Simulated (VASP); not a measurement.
# Pt (C2/c) in VASP: a series of runs, part 2 of 2

VASP 6.6.1.

**3. Single point, LDA (volume scaled by 0.88)**

The input, INCAR:

```
PREC     = Accurate       # precision mode
ENCUT    = 520            # plane-wave cutoff, eV
EDIFF    = 1E-7           # SCF threshold, eV
ISMEAR   = -1             # smearing method
SIGMA    = 0.1            # smearing width, eV
LREAL    = F              # projectors in reciprocal space
LASPH    = T              # aspherical terms in the spheres
NELM     = 60             # most SCF steps
ALGO     = Normal         # electronic algorithm
ISIF     = 2              # what is computed and relaxed
LWAVE    = F              # write WAVECAR
LCHARG   = T              # write CHGCAR
GGA      = CA             # functional
LELF     = T              # ELF
LVHAR    = T            
NBANDS   = 17             # bands
```

The input, KPOINTS:

```
Automatic mesh
0
Gamma
  14 14 10
```

The input, POSCAR:

```
Pt
1.0
   -2.0051211117      2.3386109365      1.2590713935
    2.3386109365     -2.0051211117      1.2590713935
    2.4448443560      2.4448443560     -0.6482841687
Pt
2
Direct
    0.0162919124      0.9837080876      1.0000000000
    0.7337080876      0.2662919124      0.5000000000
```

Potentials or basis: VASP PAW LDA potentials, release 64 (Pt).

Run with:

```
$ cat potpaw_LDA.64/Pt/POTCAR > POTCAR
$ mpirun -np 1 vasp_std > vasp.out
```

It took 4.3 min on 1 thread of AMD EPYC 7R13 (Zen 3), shared host; peak memory 0.28 GiB.

The run converged. Its results:

| Item | Value |
| --- | --- |
| Free energy | -14.1529 eV |
| Pressure | 50.0 GPa |
| Largest force | 0.158 eV/Å |
| Band gap on the k mesh | zero (band 10 reaches 14.24 eV, above the bottom of band 11 at 11.97 eV) |

Forces on the atoms (eV/Å):
```
Pt   0.112 -0.112  0.000
Pt  -0.112  0.112  0.000
```

Stress tensor (GPa, compression positive):
```
49.37  4.27 -0.30
 4.27 49.37 -0.30
-0.30 -0.30 51.34
```

Levels at points of the mesh, in eV from the Fermi level:
| k point | band 6 | band 7 | band 8 | band 9 | band 10 | band 11 | band 12 | band 13 | band 14 | band 15 |
| --- | --- | --- | --- | --- | --- | --- | --- | --- | --- | --- |
| (0.00, 0.00, 0.00) | -2.92 | -2.43 | -2.31 | -1.16 | -0.63 | 0.90 | 3.36 | 7.68 | 11.56 | 16.95 |
| (0.50, 0.00, 0.00) | -2.75 | -2.60 | -2.34 | -1.51 | 0.46 | 2.41 | 4.30 | 6.67 | 11.29 | 13.60 |
| (0.50, 0.50, 0.00) | -4.23 | -4.00 | -2.80 | -1.74 | -0.62 | -0.19 | 0.29 | 11.78 | 12.53 | 13.26 |
| (0.00, 0.00, 0.50) | -4.30 | -3.37 | -3.37 | -2.76 | -2.76 | 0.40 | 0.40 | 12.74 | 12.74 | 15.91 |
| (0.50, 0.00, 0.50) | -3.61 | -2.53 | -2.53 | -0.56 | -0.56 | 2.91 | 2.91 | 8.43 | 8.44 | 11.84 |
| (0.50, 0.50, 0.50) | -2.77 | -2.28 | -2.28 | -1.61 | -1.61 | -1.20 | -1.20 | 5.76 | 5.76 | 17.26 |

Caveat: spin-orbit coupling is left out, which moves the levels of the heavy elements.

**4. Single point, LDA (volume scaled by 0.92)**

The input, INCAR:

```
SYSTEM = Pt
ALGO = Normal ; EDIFF = 1E-6
ENCUT = 520 ; GGA = CA
ISIF = 2 ; ISMEAR = -1
LASPH = .True. ; LCHARG = .False.
LREAL = .False. ; LWAVE = .False.
NBANDS = 17 ; NELM = 60
PREC = Accurate ; SIGMA = 0.1
```

The input, KPOINTS:

```
k-points
0
Gamma
  14 14 10
  0 0 0
```

The input, POSCAR:

```
Pt
1.0
   -2.0350527053      2.3735207241      1.2778662748
    2.3735207241     -2.0350527053      1.2778662748
    2.4813399508      2.4813399508     -0.6579614786
Pt
2
Direct
    0.0162919124      0.9837080876      1.0000000000
    0.7337080876      0.2662919124      0.5000000000
```

Run with:

```
$ cat potpaw_LDA.64/Pt/POTCAR > POTCAR
$ mpirun -np 1 vasp_std > vasp.out
```

It took 2.9 min on 1 thread of AMD EPYC 7R13 (Zen 3), shared host; peak memory 0.29 GiB.

It converged, with:

| Item | Value |
| --- | --- |
| Free energy | -14.4621 eV |
| Pressure | 29.3 GPa |
| Largest force | 0.090 eV/Å |
| Band gap on the k mesh | zero (band 10 reaches 13.21 eV, above the bottom of band 11 at 11.10 eV) |

Forces on the atoms (eV/Å):
```
Pt   0.064 -0.064  0.000
Pt  -0.064  0.064  0.000
```

Stress tensor (GPa, compression positive):
```
28.87  2.56 -0.18
 2.56 28.87 -0.18
-0.18 -0.18 30.03
```

Levels at points of the mesh, in eV from the Fermi level:
```
           k point  band 8  band 9  band 10  band 11  band 12  band 13
(0.00, 0.00, 0.00)   -2.14   -1.08    -0.58     0.85     3.38     7.59
(0.50, 0.00, 0.00)   -2.18   -1.38     0.44     2.27     4.05     6.55
(0.50, 0.50, 0.00)   -2.61   -1.62    -0.57    -0.19     0.25    11.58
(0.00, 0.00, 0.50)   -3.15   -2.56    -2.56     0.35     0.35    12.63
(0.50, 0.00, 0.50)   -2.35   -0.49    -0.49     2.84     2.84     8.04
(0.50, 0.50, 0.50)   -2.11   -1.38    -1.38    -1.11    -1.11     5.44
```

Caveat: spin-orbit coupling is left out, which moves the levels of the heavy elements.

**5. Single point, LDA (volume scaled by 0.96)**

The input, INCAR:

```
PREC = Accurate
ENCUT = 520
EDIFF = 1E-6
ISMEAR = -1
SIGMA = 0.1
LREAL = F
LASPH = T
NELM = 60
ALGO = Normal
ISIF = 2
LWAVE = F
LCHARG = F
NBANDS = 17
```

The input, KPOINTS:

```
Automatic mesh
0
Gamma
  14 14 10
```

The input, POSCAR:

```
Pt
1.0
   -2.0641288152      2.4074327447      1.2961239740
    2.4074327447     -2.0641288152      1.2961239740
    2.5167924542      2.5167924542     -0.6673621984
Pt
2
Direct
    0.0162919124      0.9837080876      1.0000000000
    0.7337080876      0.2662919124      0.5000000000
```

Run with:

```
$ cat potpaw_LDA.64/Pt/POTCAR > POTCAR
$ mpirun -np 1 vasp_std > vasp.out
```

Run time: 3.1 min. Hardware: 1 thread of AMD EPYC 7R13 (Zen 3), shared host; peak memory 0.3 GiB.

The run converged. Its results:

```
Free energy            : -14.6272 eV
Pressure               : 13.1 GPa
Largest force          : 0.039 eV/Å
Band gap on the k mesh : zero (band 10 reaches 12.26 eV, above the bottom of band 11 at 10.31 eV)
```

Forces in eV/Å, atoms in the order of the input:
```
Pt   0.028 -0.028  0.000
Pt  -0.028  0.028  0.000
```

Stress tensor (GPa, compression positive):
```
12.92  1.21 -0.08
 1.21 12.92 -0.08
-0.08 -0.08 13.49
```

Levels at points of the mesh, in eV from the Fermi level:
```
           k point  band 6  band 7  band 8  band 9  band 10  band 11  band 12  band 13  band 14  band 15
(0.00, 0.00, 0.00)   -2.54   -2.10   -1.98   -1.00    -0.53     0.81     3.40     7.50    10.66    16.72
(0.50, 0.00, 0.00)   -2.37   -2.28   -2.03   -1.26     0.42     2.15     3.83     6.44    11.09    12.76
(0.50, 0.50, 0.00)   -3.72   -3.48   -2.44   -1.51    -0.53    -0.18     0.23    11.39    11.75    12.64
(0.00, 0.00, 0.50)   -3.73   -2.95   -2.95   -2.38    -2.38     0.32     0.32    12.49    12.49    15.62
(0.50, 0.00, 0.50)   -3.13   -2.19   -2.19   -0.43    -0.43     2.79     2.79     7.67     7.68    11.40
(0.50, 0.50, 0.50)   -2.41   -1.97   -1.97   -1.17    -1.17    -1.04    -1.04     5.15     5.15    17.25
```

Caveat: spin-orbit coupling is left out, which moves the levels of the heavy elements.

**6. Single point, LDA**

The input, INCAR:

```
SYSTEM = Pt
PREC = Accurate
ENCUT = 520
EDIFF = 1E-6
ISMEAR = -1
SIGMA = 0.1
LREAL = .False.
LASPH = .True.
NELM = 80
ALGO = Normal
ISIF = 2
LWAVE = .False.
LCHARG = .False.
GGA = CA
NBANDS = 17
```

The input, KPOINTS:

```
Automatic mesh
0
Gamma
  14 14 10
  0 0 0
```

The input, POSCAR:

```
Pt
1.0
   -2.0924080664      2.4404153740      1.3138813035
    2.4404153740     -2.0924080664      1.3138813035
    2.5512733479      2.5512733479     -0.6765052824
Pt
2
Direct
    0.0162919124      0.9837080876      1.0000000000
    0.7337080876      0.2662919124      0.5000000000
```

Potentials or basis: VASP PAW LDA potentials, release 64 (Pt).

Run with:

```
$ cat potpaw_LDA.64/Pt/POTCAR > POTCAR
$ mpirun -np 1 vasp_std > vasp.out
```

Run time: 2.9 min. Hardware: 1 thread of AMD EPYC 7R13 (Zen 3), shared host; peak memory 0.31 GiB.

It converged, with:

```yaml
Free_energy: -14.6800 eV
Pressure: 0.5 GPa
Band_gap_on_the_k_mesh: zero (band 10 reaches 11.40 eV, above the bottom of band 11 at 9.58 eV)
```

Stress tensor (GPa, compression positive):
```
0.51 0.14 0.01
0.14 0.51 0.01
0.01 0.01 0.62
```

Levels at points of the mesh, in eV from the Fermi level:
```
           k point  band 6  band 7  band 8  band 9  band 10  band 11  band 12  band 13  band 14  band 15
(0.00, 0.00, 0.00)   -2.38   -1.96   -1.84   -0.93    -0.48     0.77     3.43     7.41    10.23    16.37
(0.50, 0.00, 0.00)   -2.20   -2.14   -1.90   -1.16     0.40     2.04     3.63     6.34    10.99    12.39
(0.50, 0.50, 0.00)   -3.50   -3.26   -2.28   -1.41    -0.49    -0.18     0.20    11.19    11.41    12.32
(0.00, 0.00, 0.50)   -3.49   -2.76   -2.76   -2.22    -2.22     0.29     0.29    12.33    12.33    15.48
(0.50, 0.00, 0.50)   -2.93   -2.04   -2.04   -0.38    -0.38     2.74     2.74     7.34     7.34    11.19
(0.50, 0.50, 0.50)   -2.25   -1.84   -1.84   -0.97    -0.97    -0.97    -0.97     4.89     4.89    17.22
```

Caveat: spin-orbit coupling is left out, which moves the levels of the heavy elements.

**7. Summary**

| cell | k mesh | gap on the mesh (eV) | pressure (GPa) | largest force (eV/Å) |
| --- | --- | --- | --- | --- |
| a = 3.473, b = 3.473, c = 3.671 Å, angles 90.0, 90.0, 134.7°, 2 atoms | 13 × 13 × 9 | none | 0.6 | 0.01 |
| a = 3.328, b = 3.328, c = 3.518 Å, angles 90.0, 90.0, 134.7°, 2 atoms | 14 × 14 × 10 | none | 50.0 | 0.16 |
| a = 3.378, b = 3.378, c = 3.570 Å, angles 90.0, 90.0, 134.7°, 2 atoms | 14 × 14 × 10 | none | 29.3 | 0.09 |
| a = 3.426, b = 3.426, c = 3.621 Å, angles 90.0, 90.0, 134.7°, 2 atoms | 14 × 14 × 10 | none | 13.1 | 0.04 |
| a = 3.473, b = 3.473, c = 3.671 Å, angles 90.0, 90.0, 134.7°, 2 atoms | 14 × 14 × 10 | none | 0.5 | - |

Alike in all rows: task single point; level LDA; potentials or basis VASP PAW LDA potentials, release 64 (Pt); no spin polarisation; cutoff (eV) 520; smearing fermi-dirac 0.1 eV.

Caveats: spin-orbit coupling is left out, which moves the levels of the heavy elements.

Absolute energies hang on the potentials; compare differences alone.
